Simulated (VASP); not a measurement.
# Ta4C5 in VASP: relaxation of the atoms with PBEsol

Aim: the relaxation of the atoms of Ta4C5 with PBEsol.

Everything below comes from runs of VASP 6.6.1. Logs are shortened: lines on timing, memory, paths and dates and some standing lists are left out, and cuts for length are marked.

### 1 The cell of the first run

The cell holds a slab with vacuum, 9 atoms: a = 3.139 Å, b = 3.139 Å, c = 25.659 Å, α = 90.00°, β = 90.00°, γ = 90.00°.

### 2 Relaxation of the atoms, PBEsol

The input, INCAR:

```
SYSTEM = Ta4C5
PREC = Accurate
ENCUT = 520
EDIFF = 1E-7
ISMEAR = 0
SIGMA = 0.1
LREAL = .FALSE.
LASPH = .TRUE.
NELM = 120
ALGO = Normal
ISIF = 2
LWAVE = .FALSE.
LCHARG = .FALSE.
LDIPOL = .TRUE.
IDIPOL = 3
DIPOL = 0.5 0.5 0.484
GGA = PS
IBRION = 2
NSW = 90
EDIFFG = -0.03
GGA_COMPAT = .FALSE.
NELMIN = 4
NELMDL = -8
KPAR = 4
```

The input, KPOINTS:

```
regular mesh
0
G
  9 9 1
  0 0 0
```

The input, POSCAR:

```
Ta4C5
1.0
    3.1393032033      0.0000000000      0.0000000000
    0.0000000000      3.1393032033      0.0000000000
    0.0000000000      0.0000000000     25.6594677497
Ta C
4 5
Selective dynamics
Direct
    0.5000000000      0.5000000000      0.3312617425  F F F
    0.0000000000      0.0000000000      0.4177726010  F F F
    0.5000000000      0.5000000000      0.5016718060  T T T
    0.0000000000      0.0000000000      0.5850288240  T T T
    0.0000000000      0.0000000000      0.3312617425  F F F
    0.5000000000      0.5000000000      0.4177726010  F F F
    0.0000000000      0.0000000000      0.5049817358  T T T
    0.5000000000      0.5000000000      0.5919529002  T T T
    0.2500000000      0.7500000000      0.6706762791  T T T
```

Potentials or basis: VASP PAW PBE potentials, release 64 (Ta_pv, C).

Command:

```bash
cat potpaw_PBE.64/Ta_pv/POTCAR potpaw_PBE.64/C/POTCAR > POTCAR
mpirun -np 4 vasp_std > vasp.out
```

OUTCAR:

```text
SYSTEM = Ta4C5
   PREC = Accurate
   ENCUT = 520
   EDIFF = 1E-7
   ISMEAR = 0
   LREAL = .FALSE.
   LASPH = .TRUE.
   NELM = 120
   ISIF = 2
   GGA = PS
   IBRION = 2
   NSW = 90
   EDIFFG = -0.03
   NELMIN = 4
   NELMDL = -8

 ion  position               nearest neighbor table
   1  0.500  0.500  0.331-   5 2.22   5 2.22   5 2.22   5 2.22   6 2.22   2 3.14   2 3.14   2 3.14
                             2 3.14
   2  0.000  0.000  0.418-   6 2.22   6 2.22   6 2.22   6 2.22   5 2.22   7 2.24   3 3.09   3 3.09
                             3 3.09   3 3.09   1 3.14   1 3.14   1 3.14   1 3.14
   3  0.500  0.500  0.502-   6 2.15   7 2.22   7 2.22   7 2.22   7 2.22   8 2.32   4 3.08   4 3.08
                             4 3.08   4 3.08   2 3.09   2 3.09   2 3.09   2 3.09
   4  0.000  0.000  0.585-   7 2.05   8 2.23   8 2.23   8 2.23   8 2.23   9 2.46   3 3.08   3 3.08
                             3 3.08   3 3.08
   5  0.000  0.000  0.331-   1 2.22   1 2.22   1 2.22   1 2.22   2 2.22
   6  0.500  0.500  0.418-   3 2.15   2 2.22   2 2.22   2 2.22   2 2.22   1 2.22
   7  0.000  0.000  0.505-   4 2.05   3 2.22   3 2.22   3 2.22   3 2.22   2 2.24
   8  0.500  0.500  0.592-   4 2.23   4 2.23   4 2.23   4 2.23   3 2.32
   9  0.250  0.750  0.671-   4 2.46

  LATTYP: Found a simple tetragonal cell.
 ALAT       =     3.1393032033
 C/A-ratio  =     8.1736188218

  Lattice vectors:

 A1 = (   3.1393032033,   0.0000000000,   0.0000000000)
 A2 = (   0.0000000000,   3.1393032033,   0.0000000000)
 A3 = (   0.0000000000,   0.0000000000,  25.6594677497)

Analysis of symmetry for initial positions (statically):
=====================================================================
 Subroutine PRICEL returns:
 Original cell was already a primitive cell.

 Routine SETGRP: Setting up the symmetry group for a
 simple tetragonal supercell.

 Subroutine GETGRP returns: Found  2 space group operations
 (whereof  2 operations were pure point group operations)
 out of a pool of 16 trial point group operations.

The static configuration has the point symmetry C_1h.

Analysis of symmetry for dynamics (positions and initial velocities):
=====================================================================
 Subroutine PRICEL returns:
 Original cell was already a primitive cell.

 Routine SETGRP: Setting up the symmetry group for a
 simple tetragonal supercell.

 Subroutine GETGRP returns: Found  2 space group operations
 (whereof  2 operations were pure point group operations)
 out of a pool of 16 trial point group operations.

The dynamic configuration has the point symmetry C_1h.

Analysis of constrained symmetry for selective dynamics:
=====================================================================
 Subroutine PRICEL returns:
 Original cell was already a primitive cell.

 Routine SETGRP: Setting up the symmetry group for a
 simple tetragonal supercell.

 Subroutine GETGRP returns: Found  2 space group operations
 (whereof  2 operations were pure point group operations)
 out of a pool of 16 trial point group operations.

The constrained configuration has the point symmetry C_1h.

 Subroutine INISYM returns: Found  2 space group operations
 (whereof  2 operations are pure point group operations),
 and found     1 'primitive' translations

----------------------------------------------------------------------------------------

                                     Primitive cell

  volume of cell :     252.8798

  direct lattice vectors                    reciprocal lattice vectors
     3.139303203  0.000000000  0.000000000     0.318542025  0.000000000  0.000000000
     0.000000000  3.139303203  0.000000000     0.000000000  0.318542025  0.000000000
     0.000000000  0.000000000 25.659467750     0.000000000  0.000000000  0.038971970

  length of vectors
     3.139303203  3.139303203 25.659467750     0.318542025  0.318542025  0.038971970

  position of ions in fractional coordinates (direct lattice)
     0.500000000  0.500000000  0.331261742
     0.000000000  0.000000000  0.417772601
     0.500000000  0.500000000  0.501671806
     0.000000000  0.000000000  0.585028824
     0.000000000  0.000000000  0.331261742
     0.500000000  0.500000000  0.417772601
     0.000000000  0.000000000  0.504981736
     0.500000000  0.500000000  0.591952900
     0.250000000  0.750000000  0.670676279

  ion indices of the primitive-cell ions
   primitive index   ion index
                 1           1
                 2           2
                 3           3
                 4           4
                 5           5
                 6           6
                 7           7
                 8           8
                 9           9

----------------------------------------------------------------------------------------

 KPOINTS: regular mesh

Automatic generation of k-mesh.
 Grid dimensions read from file:
 generate k-points for:    9    9    1

 Generating k-lattice:

  Cartesian coordinates                     Fractional coordinates (reciprocal lattice)
     0.035393558  0.000000000  0.000000000     0.111111111  0.000000000  0.000000000
     0.000000000  0.035393558  0.000000000     0.000000000  0.111111111  0.000000000
     0.000000000  0.000000000  0.038971970     0.000000000  0.000000000  1.000000000

  Length of vectors
     0.035393558  0.035393558  0.038971970

  Shift w.r.t. Gamma in fractional coordinates (k-lattice)
     0.000000000  0.000000000  0.000000000

 Subroutine IBZKPT returns following result:
 ===========================================

 Found     25 irreducible k-points:

 Following reciprocal coordinates:
            Coordinates               Weight
  0.000000  0.000000  0.000000      1.000000
  0.111111  0.000000  0.000000      4.000000
  0.222222  0.000000  0.000000      4.000000
  0.333333  0.000000  0.000000      4.000000
  0.444444  0.000000  0.000000      4.000000
  0.111111  0.111111  0.000000      2.000000
[... 16 lines left out ...]
 -0.333333  0.444444  0.000000      4.000000
  0.444444  0.444444  0.000000      2.000000
   k-points           NKPTS =     25   k-points in BZ     NKDIM =     25   number of bands    NBANDS=     38
   number of dos      NEDOS =    301   number of ions     NIONS =      9
   total plane-waves  NPLWV = 110592
   dimension x,y,z NGX =    24 NGY =   24 NGZ =  192
   dimension x,y,z NGXF=    48 NGYF=   48 NGZF=  384
   ions per type =               4   5
   NGX,Y,Z   is equivalent  to a cutoff of  12.71, 12.71, 12.44 a.u.
   NGXF,Y,Z  is equivalent  to a cutoff of  25.42, 25.42, 24.88 a.u.
 SYSTEM =  Ta4C5
   PREC   = accura    normal or accurate (medium, high low for compatibility)
   ISTART =      0    job   : 0-new  1-cont  2-samecut
   ICHARG =      2    charge: 1-file 2-atom 10-const
   ISPIN  =      1    spin polarized calculation?
   LNONCOLLINEAR =      F non collinear calculations
   LSORBIT =      F    spin-orbit coupling
   LASPH  =      T    aspherical Exc in radial PAW
   ENCUT  =  520.0 eV  38.22 Ry    6.18 a.u.   5.84  5.84 47.71*2*pi/ulx,y,z
   NELM   =    120;   NELMIN=  4; NELMDL= -8     # of ELM steps
   EDIFF  = 0.1E-06   stopping-criterion for ELM
   LREAL  =      F    real-space projection
   EDIFFG = -.3E-01   stopping-criterion for IOM
   NSW    =     90    number of steps for IOM
   IBRION =      2    ionic relax: 0-MD 1-quasi-New 2-CG
   NFREE  =      1    steps in history (QN), initial steepest desc. (CG)
   ISIF   =      2    stress and relaxation
   ISYM   =      2    0-nonsym 1-usesym 2-fastsym
   POTIM  = 0.5000    time-step for ionic-motion
   TEBEG  =    0.0;   TEEND  =   0.0 temperature during run
   PSTRESS=    0.0 pullay stress
   NELECT =      64.0000    total number of electrons
   NUPDOWN=      -1.0000    fix difference up-down
   EMIN   =  10.00;   EMAX   =-10.00  energy-range for DOS
   EFERMI =   0.00;   METHOD = LEGACY
   ISMEAR =     0;   SIGMA  =   0.10  broadening in eV -4-tet -1-fermi 0-gaus
   EFERMI_NEDOS =   21; number of points for ismear=-14 and -15
   IALGO  =     38    algorithm
   IMIX   =      4    mixing-type and parameters
     AMIX     =   0.40;   BMIX     =  1.00
     AMIX_MAG =   1.60;   BMIX_MAG =  1.00
  volume/ion in A,a.u.               =      28.10       189.61
  Fermi-wavevector in a.u.,A,eV,Ry     =   1.035532  1.956871 14.589882  1.072326
  Thomas-Fermi vector in A             =   2.169879
   LORBIT       =      0    0 simple, 1 ext, 2 COOP (PROOUT), +10 PAW based schemes
   GGA     = PS    functional components
   LHFCALC =     F    Hartree Fock is set to
   AEXX    =    0.0000 exact exchange contribution
   IVDW    =     0    specifies the selected vdW correction
   LEPSILON=     F    determine dielectric tensor
   LRPA    =     F    only Hartree local field effects (RPA)
 conjugate gradient relaxation of ions
 non-spin polarized calculation
 Gauss-broadening in eV      SIGMA  =   0.10
  energy-cutoff  :      520.00
  volume of cell :      252.88
 maximum number of plane-waves:      6870
   NGX = 11   NGY = 11   NGZ = 95

 dipolmoment           0.000000      0.000000     -0.087435 electrons x Angstroem

--------------------------------------- Ionic step        1  -------------------------------------------

 number of electron      63.9999999 magnetization

 Free energy of the ion-electron system (eV)
  ---------------------------------------------------
  ext. energy  EPLUGINS =         0.00000000
  ---------------------------------------------------
  free energy    TOTEN  =       -95.46054725 eV

  energy without entropy =      -95.44168406  energy(sigma->0) =      -95.45111565

------------------------ aborting loop because EDIFF is reached ----------------------------------------

  FORCE on cell =-STRESS in cart. coord.  units (eV):
  Direction    XX          YY          ZZ          XY          YZ          ZX
  --------------------------------------------------------------------------------------
  -------------------------------------------------------------------------------------
  Total       -5.1524281     -5.1524281     -5.7047308      0.4028840     -0.4318742      0.4318703
  in kB      -32.6443744    -32.6443744    -36.1436131      2.5525625     -2.7362368      2.7362119
  external PRESSURE =     -33.8107873 kB  Pullay stress =       0.0000000 kB
[... 110 lines left out ...]
  FREE ENERGIE OF THE ION-ELECTRON SYSTEM (eV)
  ---------------------------------------------------
  free  energy   TOTEN  =       -96.4167218856 eV

  energy  without entropy=      -96.3996041065  energy(sigma->0) =      -96.40816300

 E-fermi :   0.0818     XC(G=0):  -5.7352

 val. band max:        0.0630724143   @ k =  -0.1111   0.2222   0.0000
 cond. band min:       0.1107316599   @ k =  -0.1111   0.4444   0.0000
 fundamental gap:      0.0476592456
 Fermi energy:         0.0818438957

 k-point     1 :       0.0000    0.0000    0.0000
  band No.  band energies     occupation
      1     -35.4608      2.00000
      2     -35.3330      2.00000
      3     -35.2331      2.00000
      4     -35.1863      2.00000
      5     -35.1203      2.00000
      6     -35.0551      2.00000
[... 973 lines left out ...]
     37       2.4874      0.00000
     38       3.0233      0.00000

 [... further k-points ...]

[... ionic steps 4 to 46 ...]

--------------------------------------- Ionic step       47  -------------------------------------------

 number of electron      63.9999998 magnetization

------------------------ aborting loop because EDIFF is reached ----------------------------------------
[... 81 lines left out ...]
--------------------------------------- Ionic step       49  -------------------------------------------

 number of electron      63.9999998 magnetization

 dipolmoment           0.000000      0.000000      0.166606 electrons x Angstroem

 Free energy of the ion-electron system (eV)
  ---------------------------------------------------
  ext. energy  EPLUGINS =         0.00000000
  ---------------------------------------------------
  free energy    TOTEN  =       -98.82147022 eV

  energy without entropy =      -98.79966984  energy(sigma->0) =      -98.81057003

 E-fermi :  -0.0764     XC(G=0):  -5.6992

 val. band max:       -0.1062122786   @ k =  -0.1111   0.4444   0.0000
 cond. band min:      -0.0761179673   @ k =   0.3333   0.2222   0.0000
 fundamental gap:      0.0300943113
 Fermi energy:        -0.0764106424

 k-point     1 :       0.0000    0.0000    0.0000
  band No.  band energies     occupation
      1     -35.5614      2.00000
      2     -35.4513      2.00000
      3     -35.4392      2.00000
      4     -35.4392      2.00000
      5     -35.2843      2.00000
      6     -35.1717      2.00000
[... 973 lines left out ...]
     37       2.5780      0.00000
     38       3.3889      0.00000

 [... further k-points ...]

------------------------ aborting loop because EDIFF is reached ----------------------------------------

 vacuum level on the upper side and lower side of the slab       (xc-potential included)         1.487        -1.511

  FORCE on cell =-STRESS in cart. coord.  units (eV):
  Direction    XX          YY          ZZ          XY          YZ          ZX
  --------------------------------------------------------------------------------------
  -------------------------------------------------------------------------------------
  Total       -6.5197176     -6.5197176     -3.3121816     -0.0002851     -0.0498456      0.0498456
  in kB      -41.3071467    -41.3071467    -20.9850760     -0.0018061     -0.3158078      0.3158081
  external PRESSURE =     -34.5331232 kB  Pullay stress =       0.0000000 kB
[... 24 lines left out ...]
  FREE ENERGIE OF THE ION-ELECTRON SYSTEM (eV)
  ---------------------------------------------------
  free  energy   TOTEN  =       -98.8214702202 eV

  energy  without entropy=      -98.7996698355  energy(sigma->0) =      -98.81057003

 reached required accuracy - stopping structural energy minimisation

 vacuum level on the upper side and lower side of the slab         6.428         3.369
```

It took 49 min on 4 MPI ranks of Intel Xeon Platinum 8375C at 2.90GHz (Ice Lake), shared host; peak memory 0.45 GiB.

Results:

```
Free energy               : -98.8215 eV
Energy gained by relaxing : 373.4 meV/atom
Ionic steps               : 49
Band gap on the k mesh    : zero (bands 32 and 33 overlap by 2.41 eV)
```

The path:
```
step  energy change (eV)  largest force on free atoms (eV/Å)  pressure (GPa)
   1              0.0000                              3.5989           -3.38
   3             -0.9562                              2.4389           -3.14
   5             -1.5399                              2.8680           -3.83
   7             -2.1915                              3.3031           -4.08
   9             -2.6764                              2.3550           -3.19
  11             -2.9232                              3.8127           -3.10
  13             -3.0159                              2.0044           -3.99
  15             -3.1088                              0.7291           -4.01
  17             -3.1731                              1.0351           -4.43
  19             -3.2360                              1.2317           -4.09
  21             -3.2687                              0.6474           -4.11
  23             -3.2964                              0.3193           -3.56
  25             -3.3087                              0.5484           -3.56
  27             -3.3160                              0.3929           -3.38
  29             -3.3313                              0.2888           -3.31
  31             -3.3409                              0.2083           -3.17
  33             -3.3483                              0.3953           -3.33
  35             -3.3534                              0.2496           -3.30
  37             -3.3579                              0.1055           -3.36
  39             -3.3590                              0.0821           -3.35
  41             -3.3597                              0.0690           -3.35
  43             -3.3600                              0.0582           -3.36
  45             -3.3605                              0.0615           -3.40
  47             -3.3609                              0.0519           -3.46
  49             -3.3609                              0.0237           -3.45
```

Final structure:
```
Ta C
1.0
     3.13930    0.00000    0.00000
     0.00000    3.13930    0.00000
     0.00000    0.00000   25.65947
Ta C
4 5
Direct
  0.50000 0.50000 0.33126
  0.00000 0.00000 0.41777
  0.49938 0.50062 0.50379
  0.99876 0.00124 0.59975
  0.00000 0.00000 0.33126
  0.50000 0.50000 0.41777
  0.99942 0.00058 0.50729
  0.49886 0.50114 0.58462
  0.49788 0.50212 0.63903
```

Caveat: the PAW data sets were made with another functional, which shifts forces and pressure a little; spin-orbit coupling is left out, which moves the levels of the heavy elements.
